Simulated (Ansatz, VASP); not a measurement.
# Two plane-wave programs on InSb

File INCAR:

```
PREC = Accurate
ENCUT = 520
EDIFF = 1E-6
ISMEAR = 0
SIGMA = 0.05
LREAL = False
LASPH = True
NELM = 80
ALGO = Normal
ISIF = 2
LWAVE = False
LCHARG = False
GGA = PE
NBANDS = 16
```

KPOINTS

```
regular mesh
0
Gamma
  10 10 10
```

File POSCAR:

```
InSb
1.0
    0.0000000000      3.2688499051      3.2688499051
    3.2688499051      0.0000000000      3.2688499051
    3.2688499051      3.2688499051      0.0000000000
In Sb
1 1
Direct
    0.0000000000      0.0000000000      0.0000000000
    0.7500000000      0.7500000000      0.7500000000
```

Input for Ansatz:

```yaml
crystal:
  lattice:
    - [0.0, 3.2688499051, 3.2688499051]
    - [3.2688499051, 0.0, 3.2688499051]
    - [3.2688499051, 3.2688499051, 0.0]
  atoms:
    - { symbol: In, position: [0.0, 0.0, 0.0] }
    - { symbol: Sb, position: [0.75, 0.75, 0.75] }
basis:
  ecutwfc: 420
  ecutrho_ratio: 4
kpoints:
  mp_grid: { grid: [10, 10, 10] }
hamiltonian:
  xc: pbe
scf:
  occupations: { method: gaussian, width: 0.05 }
output:
  forces: true
  stress: true
  eigenvalues: true
```

Alike in both runs: task single point; functional PBE; k mesh 10 × 10 × 10; occupations gaussian, width 0.05 eV; no spin polarisation.

|  | VASP | Ansatz |
| --- | --- | --- |
| version | VASP 6.6.1 | Ansatz 0.2.0 |
| potentials or method | VASP PAW PBE potentials, release 64 (In_d, Sb), cutoff 520 eV | scalar-relativistic, plane waves, PAW |
| valence electrons in the cell | 18 | 28 |

```tsv
	VASP	Ansatz	Ansatz less VASP
gap on the k mesh at the Fermi level (eV)	none	none	-
pressure (GPa)	1.8	1.8	+0.03
```

A gap of «none» marks a metal or a gap that the smearing closes. With one functional, cell and mesh, what is left measures potentials, basis and numerics. VASP's potentials hold 18 valence electrons a cell and Ansatz's 28, so a difference there can come from the potentials and not from the codes.

Spin-orbit coupling is off throughout.
